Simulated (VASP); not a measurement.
**ScS4: single point with PBE**

ScS4:

```
CELL_PARAMETERS angstrom
4.30029 0.00000 0.00000
-2.15014 3.72416 0.00000
0.00000 0.00000 6.83597
ATOMIC_POSITIONS crystal
Sc 0.00000 0.00000 0.50000
S 0.33333 0.66667 0.69451
S 0.66667 0.33333 0.69451
S 0.66667 0.33333 0.30549
S 0.33333 0.66667 0.30549
```

The cell was generated, and may not be a known phase.

```yaml
Program: VASP 6.6.1
Task: single point
Functional: PBE
Potentials_or_basis: VASP PAW PBE potentials, release 64 (Sc_sv, S)
Cutoff: 520 eV
k_mesh: 6 × 6 × 4
Occupations: gaussian, width 0.1 eV
Spin: no spin polarisation
Dipole_correction: no
Further_INCAR_settings: ALGO = Normal; EDIFF = 1e-07; NBANDS = 26
```

* Pressure: 2.9 GPa
* Largest force: 0.203 eV/Å
* Band gap on the k mesh: zero (an odd number of electrons rules out a gap without spin polarisation)

Forces on the atoms (eV/Å):
```
Sc   0.000  0.000  0.000
S    0.000  0.000  0.203
S    0.000  0.000  0.203
S    0.000  0.000 -0.203
S    0.000  0.000 -0.203
```

Stress tensor (GPa, compression positive):
```
3.70 0.00 0.00
0.00 3.70 0.00
0.00 0.00 1.36
```

Levels at points of the mesh, in eV from the Fermi level:
```tsv
k point	band 16	band 17	band 18	band 19	band 20	band 21
(0.00, 0.00, 0.00)	-1.70	-1.63	-1.39	-1.39	1.90	1.95
(0.50, 0.00, 0.00)	-0.16	0.22	0.41	1.04	1.63	2.25
(0.00, 0.00, 0.50)	-1.73	-1.69	-1.36	-1.36	1.56	2.06
(0.50, 0.00, 0.50)	-0.20	-0.15	0.24	0.97	1.70	2.23
```

Wall time 2.3 min on 1 thread of Oxide Virtual Turin-like Processor (shared host), peak memory 0.2 GiB.

Caveat: this functional lacks dispersion, which binds layers or chains, so the pressure and a relaxed spacing across them are unreliable; an odd number of electrons without spin polarisation forces a metal; a magnetic or distorted state may lie lower.
